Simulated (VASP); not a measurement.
# Tm2GeF2 (F222) in VASP: single point with PBE

Aim: the single point of Tm2GeF2 with PBE.

Program: VASP 6.6.1. These are calculated values, not measurements. Logs are shortened: lines on timing, memory, paths and dates and some standing lists are left out, and cuts for length are marked.

**1. The cell of the first run**

The typed cell holds 5 atoms: a = 6.470 Å, b = 4.105 Å, c = 6.469 Å, α = 71.51°, β = 36.99°, γ = 71.50°.

The cell was generated, and may not be a known phase.

**2. Single point, PBE**

Contents of INCAR:

```
ALGO = Normal ; EDIFF = 1E-6
ENCUT = 600 ; GGA = PE
GGA_COMPAT = False ; ISIF = 2
ISMEAR = 0 ; LASPH = True
LCHARG = True ; LELF = True
LMAXMIX = 6 ; LREAL = False
LVHAR = True ; LWAVE = False
NBANDS = 31 ; NELM = 200
PREC = Accurate ; SIGMA = 0.15
```

Contents of KPOINTS:

```
k-points
0
Gamma
  3 3 3
```

Contents of POSCAR:

```
Tm2GeF2
1.0
    0.0000000000      5.7819228581      2.9032591210
    2.9020760998      0.0000000000      2.9032591210
    2.9020760998      5.7819228581      0.0000000000
Tm Ge F
2 1 2
Direct
    0.7500000000      0.7500000000      0.7500000000
    0.0000000000      0.0000000000      0.0000000000
    0.2500000000      0.2500000000      0.2500000000
    0.9461595129      0.5538404871      0.9461595129
    0.5538404871      0.9461595129      0.5538404871
```

Potentials or basis: VASP PAW PBE potentials, release 64 (Tm_3, Ge_d, F), 4f in core.

The run is started by

```
> cat potpaw_PBE.64/Tm_3/POTCAR potpaw_PBE.64/Ge_d/POTCAR potpaw_PBE.64/F/POTCAR > POTCAR
> mpirun -np 1 vasp_std > vasp.out
```

OUTCAR:

```text
EDIFF = 1E-6
   ENCUT = 600
   GGA = PE
   ISIF = 2
   ISMEAR = 0
   LASPH = True
   LREAL = False
   NELM = 200
   PREC = Accurate

 ion  position               nearest neighbor table
   1  0.750  0.750  0.750-   4 2.27   5 2.27   3 2.90   3 2.90   3 2.90   3 2.90   2 3.55   2 3.55
                             2 3.55   2 3.55
   2  0.000  0.000  0.000-   4 2.14   5 2.14   4 2.14   5 2.14   1 3.55   1 3.55   1 3.55   1 3.55

   3  0.250  0.250  0.250-   1 2.90   1 2.90   1 2.90   1 2.90
   4  0.946  0.554  0.946-   2 2.14   2 2.14   1 2.27
   5  0.554  0.946  0.554-   2 2.14   2 2.14   1 2.27

  LATTYP: Found a face centered orthorhombic cell.
 ALAT       =     5.8041521996
 B/A-ratio  =     1.0004076465
 C/A-ratio  =     1.9923401935

  Lattice vectors:

 A1 = (  -0.0000000000,   5.7819228581,   2.9032591210)
 A2 = (  -2.9020760998,   5.7819228581,   0.0000000000)
 A3 = (  -2.9020760998,   0.0000000000,   2.9032591210)

Analysis of symmetry for initial positions (statically):
=====================================================================
 Subroutine PRICEL returns:
 Original cell was already a primitive cell.

 Routine SETGRP: Setting up the symmetry group for a
 face centered orthorhombic supercell.

 Subroutine GETGRP returns: Found  4 space group operations
 (whereof  4 operations were pure point group operations)
 out of a pool of  8 trial point group operations.

The static configuration has the point symmetry D_2 .

Analysis of symmetry for dynamics (positions and initial velocities):
=====================================================================
 Subroutine PRICEL returns:
 Original cell was already a primitive cell.

 Routine SETGRP: Setting up the symmetry group for a
 face centered orthorhombic supercell.

 Subroutine GETGRP returns: Found  4 space group operations
 (whereof  4 operations were pure point group operations)
 out of a pool of  8 trial point group operations.

The dynamic configuration has the point symmetry D_2 .

 Subroutine INISYM returns: Found  4 space group operations
 (whereof  4 operations are pure point group operations),
 and found     1 'primitive' translations

----------------------------------------------------------------------------------------

                                     Primitive cell

  volume of cell :      97.4309

  direct lattice vectors                    reciprocal lattice vectors
     0.000000000  5.781922858  2.903259121    -0.172290451  0.086476422  0.172220246
     2.902076100  0.000000000  2.903259121     0.172290451 -0.086476422  0.172220246
     2.902076100  5.781922858  0.000000000     0.172290451  0.086476422 -0.172220246

  length of vectors
     6.469895321  4.104991987  6.469364546     0.258499486  0.258499486  0.258499486

  position of ions in fractional coordinates (direct lattice)
     0.750000000  0.750000000  0.750000000
     0.000000000  0.000000000  0.000000000
     0.250000000  0.250000000  0.250000000
     0.946159513  0.553840487  0.946159513
     0.553840487  0.946159513  0.553840487

  ion indices of the primitive-cell ions
   primitive index   ion index
                 1           1
                 2           2
                 3           3
                 4           4
                 5           5

----------------------------------------------------------------------------------------

 KPOINTS: k-points

Automatic generation of k-mesh.
 Grid dimensions read from file:
 generate k-points for:    3    3    3

 Generating k-lattice:

  Cartesian coordinates                     Fractional coordinates (reciprocal lattice)
    -0.057430150  0.028825474  0.057406749     0.333333333  0.000000000  0.000000000
     0.057430150 -0.028825474  0.057406749     0.000000000  0.333333333  0.000000000
     0.057430150  0.028825474 -0.057406749     0.000000000  0.000000000  0.333333333

  Length of vectors
     0.086166495  0.086166495  0.086166495

  Shift w.r.t. Gamma in fractional coordinates (k-lattice)
     0.000000000  0.000000000  0.000000000

 Subroutine IBZKPT returns following result:
 ===========================================

 Found      8 irreducible k-points:

 Following reciprocal coordinates:
            Coordinates               Weight
  0.000000  0.000000  0.000000      1.000000
  0.333333  0.000000 -0.000000      8.000000
  0.333333  0.333333  0.000000      2.000000
 -0.333333  0.333333  0.000000      4.000000
  0.333333  0.000000  0.333333      2.000000
 -0.333333 -0.000000  0.333333      4.000000
  0.000000  0.333333  0.333333      2.000000
 -0.333333  0.333333  0.333333      4.000000
   k-points           NKPTS =      8   k-points in BZ     NKDIM =      8   number of bands    NBANDS=     31
   number of dos      NEDOS =    301   number of ions     NIONS =      5
   total plane-waves  NPLWV = 104976
   dimension x,y,z NGX =    54 NGY =   36 NGZ =   54
   dimension x,y,z NGXF=   108 NGYF=   72 NGZF=  108
   ions per type =               2   1   2
   NGX,Y,Z   is equivalent  to a cutoff of  13.88, 14.58, 13.88 a.u.
   NGXF,Y,Z  is equivalent  to a cutoff of  27.75, 29.16, 27.75 a.u.
 SYSTEM =  unknown system
   PREC   = accura    normal or accurate (medium, high low for compatibility)
   ISTART =      0    job   : 0-new  1-cont  2-samecut
   ICHARG =      2    charge: 1-file 2-atom 10-const
   ISPIN  =      1    spin polarized calculation?
   LNONCOLLINEAR =      F non collinear calculations
   LSORBIT =      F    spin-orbit coupling
   LASPH  =      T    aspherical Exc in radial PAW
   ENCUT  =  600.0 eV  44.10 Ry    6.64 a.u.  12.92  8.20 12.92*2*pi/ulx,y,z
   NELM   =    200;   NELMIN=  2; NELMDL= -5     # of ELM steps
   EDIFF  = 0.1E-05   stopping-criterion for ELM
   LREAL  =      F    real-space projection
   EDIFFG = 0.1E-04   stopping-criterion for IOM
   NSW    =      0    number of steps for IOM
   IBRION =     -1    ionic relax: 0-MD 1-quasi-New 2-CG
   NFREE  =      0    steps in history (QN), initial steepest desc. (CG)
   ISIF   =      2    stress and relaxation
   ISYM   =      2    0-nonsym 1-usesym 2-fastsym
   POTIM  = 0.5000    time-step for ionic-motion
   TEBEG  =    0.0;   TEEND  =   0.0 temperature during run
   PSTRESS=    0.0 pullay stress
   NELECT =      46.0000    total number of electrons
   NUPDOWN=      -1.0000    fix difference up-down
   EMIN   =  10.00;   EMAX   =-10.00  energy-range for DOS
   EFERMI =   0.00;   METHOD = LEGACY
   ISMEAR =     0;   SIGMA  =   0.15  broadening in eV -4-tet -1-fermi 0-gaus
   EFERMI_NEDOS =   21; number of points for ismear=-14 and -15
   IALGO  =     38    algorithm
   IMIX   =      4    mixing-type and parameters
     AMIX     =   0.40;   BMIX     =  1.00
     AMIX_MAG =   1.60;   BMIX_MAG =  1.00
  volume/ion in A,a.u.               =      19.49       131.50
  Fermi-wavevector in a.u.,A,eV,Ry     =   1.274760  2.408947 22.109650  1.625013
  Thomas-Fermi vector in A             =   2.407510
   LORBIT       =      0    0 simple, 1 ext, 2 COOP (PROOUT), +10 PAW based schemes
   GGA     = PE    functional components
   LHFCALC =     F    Hartree Fock is set to
   AEXX    =    0.0000 exact exchange contribution
   IVDW    =     0    specifies the selected vdW correction
   LEPSILON=     F    determine dielectric tensor
   LRPA    =     F    only Hartree local field effects (RPA)
 non-spin polarized calculation
 Gauss-broadening in eV      SIGMA  =   0.15
  energy-cutoff  :      600.00
  volume of cell :       97.43
 maximum number of plane-waves:      3262
 NGX is ok and might be reduce to    54
   NGX = 25   NGY = 17   NGZ = 25

 number of electron      46.0000005 magnetization

 Free energy of the ion-electron system (eV)
  ---------------------------------------------------
  ext. energy  EPLUGINS =         0.00000000
  ---------------------------------------------------
  free energy    TOTEN  =       -29.16738316 eV

  energy without entropy =      -29.15464447  energy(sigma->0) =      -29.16101382

 E-fermi :   4.5875     XC(G=0):  -9.9251

 val. band max:        4.5268571184   @ k =   0.3333   0.3333   0.0000
 cond. band min:       4.7488316281   @ k =   0.0000   0.0000   0.0000
 fundamental gap:      0.2219745097
 Fermi energy:         4.5875251325

 k-point     1 :       0.0000    0.0000    0.0000
  band No.  band energies     occupation
      1     -24.0672      2.00000
      2     -23.1891      2.00000
      3     -23.1890      2.00000
      4     -23.1691      2.00000
      5     -22.3777      2.00000
      6     -21.3062      2.00000
[... 23 lines left out ...]
     30       7.3027      0.00000
     31       8.0601      0.00000

 k-point     2 :       0.3333    0.0000   -0.0000
  band No.  band energies     occupation
      1     -24.7162      2.00000
      2     -23.7288      2.00000
      3     -23.1831      2.00000
      4     -22.5345      2.00000
      5     -21.8285      2.00000
      6     -21.3654      2.00000
[... 23 lines left out ...]
     30       7.7961      0.00000
     31       8.6437      0.00000

 k-point     3 :       0.3333    0.3333    0.0000
  band No.  band energies     occupation
      1     -24.7796      2.00000
      2     -24.6129      2.00000
      3     -22.9165      2.00000
      4     -22.1292      2.00000
      5     -21.4110      2.00000
      6     -21.3625      2.00000
[... 23 lines left out ...]
     30       8.4924      0.00000
     31       8.6170      0.00000

 k-point     4 :      -0.3333    0.3333    0.0000
  band No.  band energies     occupation
      1     -24.7586      2.00000
      2     -24.6324      2.00000
      3     -22.9080      2.00000
      4     -22.1795      2.00000
      5     -21.3666      2.00000
      6     -21.3560      2.00000
[... 23 lines left out ...]
     30       8.4174      0.00000
     31       8.6469      0.00000

 k-point     5 :       0.3333    0.0000    0.3333
  band No.  band energies     occupation
      1     -23.9121      2.00000
      2     -23.4736      2.00000
      3     -23.1899      2.00000
      4     -23.1898      2.00000
      5     -22.1858      2.00000
      6     -21.3050      2.00000
[... 23 lines left out ...]
     30       7.5645      0.00000
     31       8.0025      0.00000

 k-point     6 :      -0.3333   -0.0000    0.3333
  band No.  band energies     occupation
      1     -24.7029      2.00000
      2     -23.7322      2.00000
      3     -23.1835      2.00000
      4     -22.6096      2.00000
      5     -21.7372      2.00000
      6     -21.3656      2.00000
[... 23 lines left out ...]
     30       8.3558      0.00000
     31       8.4112      0.00000

 k-point     7 :       0.0000    0.3333    0.3333
  band No.  band energies     occupation
      1     -24.7801      2.00000
      2     -24.6123      2.00000
      3     -22.9165      2.00000
      4     -22.1289      2.00000
      5     -21.4117      2.00000
      6     -21.3626      2.00000
[... 23 lines left out ...]
     30       8.4899      0.00000
     31       8.6181      0.00000

 k-point     8 :      -0.3333    0.3333    0.3333
  band No.  band energies     occupation
      1     -24.7588      2.00000
      2     -24.6322      2.00000
      3     -22.9080      2.00000
      4     -22.1793      2.00000
      5     -21.3667      2.00000
      6     -21.3560      2.00000
[... 23 lines left out ...]
     30       8.4156      0.00000
     31       8.6472      0.00000

------------------------ aborting loop because EDIFF is reached ----------------------------------------

  FORCE on cell =-STRESS in cart. coord.  units (eV):
  Direction    XX          YY          ZZ          XY          YZ          ZX
  --------------------------------------------------------------------------------------
  -------------------------------------------------------------------------------------
  Total        0.6232432      0.3517693      0.6428103      0.0000000      0.0000000      0.0000000
  in kB       10.2487580      5.7845768     10.5705247      0.0000000      0.0000000      0.0000000
  external PRESSURE =       8.8679532 kB  Pullay stress =       0.0000000 kB

 VOLUME and BASIS-vectors are now :
 -----------------------------------------------------------------------------
  energy-cutoff  :      600.00
  volume of cell :       97.43
      direct lattice vectors                 reciprocal lattice vectors
     0.000000000  5.781922858  2.903259121    -0.172290451  0.086476422  0.172220246
     2.902076100  0.000000000  2.903259121     0.172290451 -0.086476422  0.172220246
     2.902076100  5.781922858  0.000000000     0.172290451  0.086476422 -0.172220246

 POSITION                                       TOTAL-FORCE (eV/Angst)
 -----------------------------------------------------------------------------------
      4.35311      8.67288      4.35489        -0.000000      0.000000     -0.000000
      0.00000      0.00000      0.00000        -0.000000      0.000000     -0.000000
      1.45104      2.89096      1.45163        -0.000000     -0.000000     -0.000000
      4.35311     10.94124      4.35489         0.000000     -0.019272      0.000000
      4.35311      6.40453      4.35489         0.000000      0.019272      0.000000
 -----------------------------------------------------------------------------------
    total drift:                               -0.000001      0.000001     -0.000001

  FREE ENERGIE OF THE ION-ELECTRON SYSTEM (eV)
  ---------------------------------------------------
  free  energy   TOTEN  =       -29.1673831633 eV

  energy  without entropy=      -29.1546444671  energy(sigma->0) =      -29.16101382
```

Wall time 41 s (1 thread of Intel Xeon 6975P-C (Granite Rapids), shared host); peak memory 0.32 GiB.

Results:

| Property | Result |
| --- | --- |
| Free energy | -29.1674 eV |
| Pressure | 0.9 GPa |
| Largest force | 0.019 eV/Å |
| Band gap on the k mesh | zero (bands 23 and 24 overlap by 0.43 eV) |

Forces on the atoms (eV/Å):
```
Tm   0.000  0.000  0.000
Tm   0.000  0.000  0.000
Ge   0.000  0.000  0.000
F    0.000 -0.019  0.000
F    0.000  0.019  0.000
```

Stress tensor (GPa, compression positive):
```
1.02 0.00 0.00
0.00 0.58 0.00
0.00 0.00 1.06
```

Caveat: the k points lie up to 0.54 Å⁻¹ apart; spin-orbit coupling is left out, which moves the levels of the heavy elements; the 4f electrons are frozen in the core, so they carry no moment and show no levels; the run has no spin polarisation, though such a crystal can be magnetic.

The gap in the log of VASP goes by the Fermi energy; the results here count the filled bands.